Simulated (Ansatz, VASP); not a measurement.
## Ir in VASP and in Ansatz

Contents of INCAR:

```
PREC = Accurate
ENCUT = 600
EDIFF = 1E-6
ISMEAR = 0
SIGMA = 0.1
LREAL = False
LASPH = True
NELM = 80
ALGO = Fast
ISIF = 3
LWAVE = False
LCHARG = False
GGA = PS
IBRION = 2
NSW = 100
EDIFFG = -0.01
```

The input KPOINTS:

```
regular mesh
0
Gamma
  12 12 10
```

Contents of POSCAR:

```
Ir
1.0
    4.2285370282      0.0000000000      0.0000000000
   -2.1142685141      3.6620204873      0.0000000000
    0.0000000000      0.0000000000      4.8007405458
Ir
4
Direct
    0.0000000000      0.0000000000      0.2500000000
    0.0000000000      0.0000000000      0.7500000000
    0.3333333333      0.6666666667      0.7500000000
    0.6666666667      0.3333333333      0.2500000000
```

Input for Ansatz:

```yaml
crystal:
  lattice:
    - [4.2285370282, 0.0, 0.0]
    - [-2.1142685141, 3.6620204873, 0.0]
    - [0.0, 0.0, 4.8007405458]
  atoms:
    - { symbol: Ir, position: [0.0, 0.0, 0.25] }
    - { symbol: Ir, position: [0.0, 0.0, 0.75] }
    - { symbol: Ir, position: [0.3333333333, 0.6666666667, 0.75] }
    - { symbol: Ir, position: [0.6666666667, 0.3333333333, 0.25] }
basis:
  ecutwfc: 420
kpoints:
  mp_grid: { grid: [12, 12, 10] }
hamiltonian:
  xc: pbesol
scf:
  occupations: { method: gaussian, width: 0.1 }
output:
  forces: true
  stress: true
  eigenvalues: true
relax:
  adjacent_minimum: "off"
  f_tol: 0.01
  max_steps: 80
  cell: { stress_tol: 0.05 }
```

Alike in both runs: task relaxation of cell and atoms; functional PBEsol; k mesh 12 × 12 × 10; occupations gaussian, width 0.1 eV; no spin polarisation.

|  | VASP | Ansatz |
| --- | --- | --- |
| version | VASP 6.6.1 | Ansatz 0.2.0 |
| potentials or method | VASP PAW PBE potentials, release 64 (Ir), cutoff 600 eV | scalar-relativistic, plane waves, PAW |
| valence electrons in the cell | 36 | 68 |

Ansatz gave:

* gap on the k mesh at the Fermi level, each at its own relaxed structure (eV): none
* relaxed volume (Å³/atom): 18.62
* relaxed cell length with the largest relative difference (Å): 4.810

Q: Which values does VASP return?

A: gap on the k mesh at the Fermi level, each at its own relaxed structure (eV): none; relaxed volume (Å³/atom): 18.64; relaxed cell length with the largest relative difference (Å): 4.817.

VASP's potentials were made for PBE, not for PBEsol. A gap of «none» marks a metal or a gap that the smearing closes. VASP's potentials hold 36 valence electrons a cell and Ansatz's 68, so a difference there can come from the potentials and not from the codes.

Neither program's run includes spin-orbit coupling. Noted on VASP's run: too few bands were computed for a metal, which touches its energy and stress.
